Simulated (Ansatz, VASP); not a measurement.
# One calculation of Zr3TiN4, two programs

Contents of INCAR:

```
SYSTEM = Zr3TiN4
PREC = Accurate
ENCUT = 520
EDIFF = 1E-6
ISMEAR = 0
SIGMA = 0.1
LREAL = .FALSE.
LASPH = .TRUE.
NELM = 100
ALGO = Normal
ISIF = 2
LWAVE = .FALSE.
LCHARG = .FALSE.
GGA = PE
NBANDS = 44
```

File KPOINTS:

```
regular mesh
0
G
  8 8 8
  0 0 0
```

File POSCAR:

```
Zr3TiN4
1.0
    4.6734235986      0.0000000000      0.0000000000
    0.0000000000      4.6734235986      0.0000000000
    0.0000000000      0.0000000000      4.6734235986
Zr Ti N
3 1 4
Direct
    0.0000000000      0.0000000000      0.5000000000
    0.5000000000      0.0000000000      0.0000000000
    0.0000000000      0.5000000000      0.0000000000
    0.5000000000      0.5000000000      0.5000000000
    0.5000000000      0.5000000000      0.0000000000
    0.0000000000      0.5000000000      0.5000000000
    0.5000000000      0.0000000000      0.5000000000
    0.0000000000      0.0000000000      0.0000000000
```

Input for Ansatz:

```yaml
crystal:
  lattice:
    - [4.6734235986, 0.0, 0.0]
    - [0.0, 4.6734235986, 0.0]
    - [0.0, 0.0, 4.6734235986]
  atoms:
    - { symbol: Zr, position: [0.0, 0.0, 0.5] }
    - { symbol: Zr, position: [0.5, 0.0, 0.0] }
    - { symbol: Zr, position: [0.0, 0.5, 0.0] }
    - { symbol: Ti, position: [0.5, 0.5, 0.5] }
    - { symbol: "N", position: [0.5, 0.5, 0.0] }
    - { symbol: "N", position: [0.0, 0.5, 0.5] }
    - { symbol: "N", position: [0.5, 0.0, 0.5] }
    - { symbol: "N", position: [0.0, 0.0, 0.0] }
basis:
  ecutwfc: 420
kpoints:
  mp_grid: { grid: [8, 8, 8] }
hamiltonian:
  xc: pbe
scf:
  occupations: { method: gaussian, width: 0.1 }
output:
  forces: true
  stress: true
  eigenvalues: true
```

Alike in both runs: task single point; functional PBE; k mesh 8 × 8 × 8; occupations gaussian, width 0.1 eV; no spin polarisation.

```csv
,VASP,Ansatz
version,VASP 6.6.1,Ansatz 0.2.0
potentials or method,"VASP PAW PBE potentials, release 64 (Zr_sv, Ti_sv, N), cutoff 520 eV","scalar-relativistic, plane waves, PAW"
valence electrons in the cell,68,68
```

```tsv
	VASP	Ansatz	Ansatz less VASP
gap on the k mesh at the Fermi level (eV)	none	none	-
pressure (GPa)	-19.3	-19.5	-0.18
```

A gap of «none» marks a metal or a gap that the smearing closes. With one functional, cell and mesh, what is left measures potentials, basis and numerics.
